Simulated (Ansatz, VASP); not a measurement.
# Two plane-wave programs on W

Contents of INCAR:

```
SYSTEM = W
PREC = Accurate
ENCUT = 520
EDIFF = 1E-6
ISMEAR = 0
SIGMA = 0.15
LREAL = .FALSE.
LASPH = .TRUE.
NELM = 80
ALGO = Normal
ISIF = 2
LWAVE = .FALSE.
LCHARG = .TRUE.
GGA = PS
LELF = .TRUE.
LVHAR = .TRUE.
NBANDS = 13
```

Contents of KPOINTS:

```
regular mesh
0
G
  20 20 20
  0 0 0
```

POSCAR

```
W
1.0
    0.0000000000      1.9995500000      2.0300000000
    1.9995500000      0.0000000000      2.0300000000
    1.9995500000      1.9995500000      0.0000000000
W
1
Direct
    0.0000000000      0.0000000000      0.0000000000
```

Input for Ansatz:

```yaml
crystal:
  lattice:
    - [0.0, 1.99955, 2.03]
    - [1.99955, 0.0, 2.03]
    - [1.99955, 1.99955, 0.0]
  atoms:
    - { symbol: W, position: [0.0, 0.0, 0.0] }
basis:
  ecutwfc: 420
kpoints:
  mp_grid: { grid: [20, 20, 20] }
hamiltonian:
  xc: pbesol
scf:
  occupations: { method: gaussian, width: 0.15 }
output:
  forces: true
  stress: true
  eigenvalues: true
  write_density: true
  write_potential: true
  elf: true
  volumetric_format: npy
```

Change from the starting cell: strain -0.015 along x and y, +0.000 along z, atoms carried along.

Alike in both runs: task single point; functional PBEsol; k mesh 20 × 20 × 20; occupations gaussian, width 0.15 eV; no spin polarisation.

|  | VASP | Ansatz |
| --- | --- | --- |
| version | VASP 6.6.1 | Ansatz 0.2.0 |
| potentials or method | VASP PAW PBE potentials, release 64 (W_sv), cutoff 520 eV | scalar-relativistic, plane waves, PAW |
| valence electrons in the cell | 14 | 14 |

Ansatz gave:

* gap on the k mesh at the Fermi level (eV): none
* pressure (GPa): -4.6
* traceless stress, the component that is largest in VASP (GPa): 3.24

Task: Estimate VASP's values.

Result: gap on the k mesh at the Fermi level (eV): none; pressure (GPa): -4.0; traceless stress, the component that is largest in VASP (GPa): 3.28.

VASP's potentials were made for PBE, not for PBEsol. A gap of «none» marks a metal or a gap that the smearing closes.

Neither program's run includes spin-orbit coupling.
